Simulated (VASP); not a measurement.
**Ru: relaxation of cell and atoms with PBEsol**

Ru:

```
Ru
1.0
     1.41304    0.81582    6.82913
    -1.41304    0.81582    6.82913
     0.00000   -1.63164    6.82913
Ru
3
Direct
  0.00000 0.00000 0.00000
  0.22222 0.22222 0.22222
  0.77778 0.77778 0.77778
```

```json
{
  "Program": "VASP 6.6.1",
  "Task": "relaxation of cell and atoms",
  "Functional": "PBEsol",
  "Potentials or basis": "VASP PAW PBE potentials, release 64 (Ru_pv)",
  "Cutoff": "600 eV",
  "k mesh": "9 × 9 × 9",
  "Occupations": "gaussian, width 0.1 eV",
  "Spin": "no spin polarisation",
  "Dipole correction": "no",
  "Further INCAR settings": "ALGO = Normal; EDIFF = 1e-06; IBRION = 2; EDIFFG = -0.04; NSW = 90; ISIF = 3"
}
```

```
Relaxed volume                         : 13.35 Å³/atom
Relaxed cell                           : a = 6.585 Å, b = 6.585 Å, c = 6.585 Å, α = 23.56°, β = 23.56°, γ = 23.56°
Space group after relaxing (to 0.05 Å) : R-3m (No. 166)
Energy gained by relaxing              : 346.7 meV/atom
Ionic steps                            : 10
Pressure after relaxing                : 0.2 GPa
Largest force after relaxing           : 0.007 eV/Å
Band gap on the k mesh                 : zero (band 21 reaches 14.46 eV, above the bottom of band 22 at 11.65 eV)
```

Forces in eV/Å, atoms in the order of the input:
```
Ru   0.000  0.000  0.000
Ru   0.000  0.000 -0.007
Ru   0.000  0.000  0.007
```

Stress tensor (GPa, compression positive):
```
0.11 0.00 0.00
0.00 0.11 0.00
0.00 0.00 0.44
```

Step by step:
| step | energy change (eV) | largest force (eV/Å) | pressure (GPa) | volume (Å³) |
| --- | --- | --- | --- | --- |
| 1 | 0.0000 | 0.4663 | -38.29 | 47.24 |
| 2 | 11.3701 | 0.9852 | 417.29 | 25.89 |
| 3 | -0.9873 | 0.6000 | -8.98 | 41.17 |
| 4 | -1.0134 | 0.6048 | -4.38 | 40.57 |
| 5 | -1.0216 | 0.6082 | 0.42 | 40.00 |
| 6 | -1.0212 | 0.6076 | -0.79 | 40.14 |
| 7 | -1.0398 | 0.0655 | -0.43 | 40.12 |
| 8 | -1.0399 | 0.0314 | -0.40 | 40.12 |
| 9 | -1.0397 | 0.0253 | 1.06 | 39.95 |
| 10 | -1.0402 | 0.0069 | 0.22 | 40.05 |

Final structure:
```xyz
3
Lattice="1.3441 0.7760 6.3991 -1.3441 0.7760 6.3991 0.0000 -1.5520 6.3991" Properties=species:S:1:pos:R:3 pbc="T T T"
Ru    0.0000    0.0000    0.0000
Ru    0.0000    0.0000    4.2370
Ru    0.0000    0.0000   14.9604
```

Levels at points of the mesh, in eV from the Fermi level:
```csv
k point,band 18,band 19,band 20,band 21,band 22,band 23,band 24,band 25
"(0.00, 0.00, 0.00)",-2.31,-2.31,-1.75,-1.49,-1.10,-1.10,0.65,0.99
```

Run time: 38 min on 1 thread of Intel(R) Xeon(R) Platinum 8488C (Sapphire Rapids), with other jobs on the host, peak memory 0.53 GiB.

Caveat: the volume moved by over 15 % at a fixed basis, so the end points are rough; the PAW data sets were made with another functional, which shifts forces and pressure a little.
